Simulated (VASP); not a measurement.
Set up this calculation in VASP 6.6.1, as the native input.

```yaml
Task: single point
Functional: PBE
Potentials_or_basis: VASP PAW PBE potentials, release 64 (Rb_sv)
Cutoff: 520 eV
k_mesh: 12 × 12 × 12
Occupations: gaussian, width 0.15 eV
Spin: no spin polarisation
Dipole_correction: no
Further_INCAR_settings: ALGO = Fast; EDIFF = 1e-06; NBANDS = 10
```

The structure of Rb lies in POSCAR:

```
Rb
1.0
   -2.7639100000      2.7639100000      2.8480900000
    2.7639100000     -2.7639100000      2.8480900000
    2.7639100000      2.7639100000     -2.8480900000
Rb
1
Direct
    0.0000000000      0.0000000000      0.0000000000
```

This cell differs from its parent crystal: strain -0.015 along x and y, +0.015 along z.

One way to write it, as run:

INCAR

```
SYSTEM = Rb
  ALGO = Fast
  EDIFF = 1E-6
  ENCUT = 520
  GGA = PE
  ISIF = 2
  ISMEAR = 0
  LASPH = .True.
  LCHARG = .False.
  LREAL = .False.
  LWAVE = .False.
  NBANDS = 10
  NELM = 80
  PREC = Accurate
  SIGMA = 0.15
```

KPOINTS

```
k-points
0
Gamma
  12 12 12
  0 0 0
```

Potentials or basis: VASP PAW PBE potentials, release 64 (Rb_sv).

The run is started by

```bash
$ cat potpaw_PBE.64/Rb_sv/POTCAR > POTCAR
$ mpirun -np 1 vasp_std > vasp.out
```

Results of the run:

* Pressure: 0.1 GPa

Caveat: the cell differs from its parent crystal (strain -0.015 along x and y, +0.015 along z).

Wall time 48 s on 1 thread of Intel(R) Xeon(R) 6975P-C (Granite Rapids), on a shared host, peak memory 0.28 GiB.
